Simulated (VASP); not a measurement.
Write the native input for VASP 6.6.1 that does the following.

| Quantity | Value |
| --- | --- |
| Task | single point |
| Functional | PBE |
| Potentials or basis | VASP PAW PBE potentials, release 64 (Mo_sv, C, O) |
| Cutoff | 520 eV |
| k mesh | 6 × 6 × 1 |
| Occupations | gaussian, width 0.1 eV |
| Spin | no spin polarisation |
| Dipole correction | yes |
| Further INCAR settings | ALGO = Normal; EDIFF = 1e-06; NBANDS = 57 |

The structure of Mo6CO lies in POSCAR:

```
Mo6CO
1.0
    4.4695765303      0.0000000000      0.0000000000
   -2.2347882651      3.8707668194      0.0000000000
    0.0000000000      0.0000000000     22.2595667262
Mo C O
6 1 1
Direct
    0.6666666667      0.3333333333      0.1796980170
    0.3333333333      0.6666666667      0.2206848206
    0.0000000000      0.0000000000      0.2616716241
    0.6666666667      0.3333333333      0.2990464568
    0.3333333333      0.6666666667      0.3355219825
    0.0000000000      0.0000000000      0.3710569405
    0.1666666667      0.3333333333      0.4910053668
    0.3165077775      0.6330155550      0.4910053668
```

These files were run (other wordings do the same):

INCAR

```
  PREC = Accurate
  ENCUT = 520
  EDIFF = 1E-6
  ISMEAR = 0
  SIGMA = 0.1
  LREAL = F
  LASPH = T
  NELM = 80
  ALGO = Normal
  ISIF = 2
  LWAVE = F
  LCHARG = F
  LDIPOL = T
  IDIPOL = 3
  DIPOL = 0.5 0.5 0.331
  GGA = PE
  NBANDS = 57
```

KPOINTS

```
regular mesh
0
Gamma
  6 6 1
```

Potentials or basis: VASP PAW PBE potentials, release 64 (Mo_sv, C, O).

Run with:

```sh
$ cat potpaw_PBE.64/Mo_sv/POTCAR potpaw_PBE.64/C/POTCAR potpaw_PBE.64/O/POTCAR > POTCAR
$ mpirun -np 1 vasp_std > vasp.out
```

It gave:

The largest force is 1.668 eV/Å and the band gap on the k mesh is zero (bands 47 and 48 overlap by 0.06 eV).

Wall time 8.5 min on 1 thread of Intel(R) Xeon(R) 6975P-C (Granite Rapids) (shared host), peak memory 0.61 GiB.
